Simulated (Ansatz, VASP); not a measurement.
Two plane-wave programs on PbF2

```
CELL_PARAMETERS angstrom
0.00000 2.95795 2.95795
2.95795 0.00000 2.95795
2.95795 2.95795 0.00000
ATOMIC_POSITIONS crystal
Pb 0.95500 0.95500 0.95500
F 0.79500 0.79500 0.79500
F 0.25000 0.25000 0.25000
```

Change from the starting cell: shortest bond scaled by 0.64, PAW files.

Alike in both runs: task electric field gradients; functional PBE; k mesh 7 × 7 × 7; occupations fermi-dirac, width 0.03 eV; no spin polarisation.

|  | VASP | Ansatz |
| --- | --- | --- |
| version | VASP 6.6.1 | Ansatz 0.2.0 |
| potentials or method | VASP PAW PBE potentials, release 64 (Pb_d, F) | PAW with Ansatz's default frozen-core files, scalar-relativistic |
| plane-wave cutoff (eV) | 520 | 420 |
| valence electrons in the cell | 28 | 28 |

Ansatz gave:

| Item | Value |
| --- | --- |
| gap on the k mesh at the Fermi level (eV) | 3.82 |
| pressure (GPa) | 45.5 |
| traceless stress, the component that is largest in VASP (GPa) | 38.94 |
| rms of the force components (eV/Å) | 10.601 |
| size of Vzz on the site where it differs most (V/Å²) | 1648.2 |

Q: Estimate VASP's values.

A: gap on the k mesh at the Fermi level (eV): 3.83; pressure (GPa): 44.0; traceless stress, the component that is largest in VASP (GPa): 37.65; rms of the force components (eV/Å): 10.253; size of Vzz on the site where it differs most (V/Å²): 1739.3.

Atom by atom the forces differ by 0.347 eV/Å (rms over components). Both programs put the cell under a high pressure, so it lies far from rest at this level.

Neither program's run includes spin-orbit coupling.
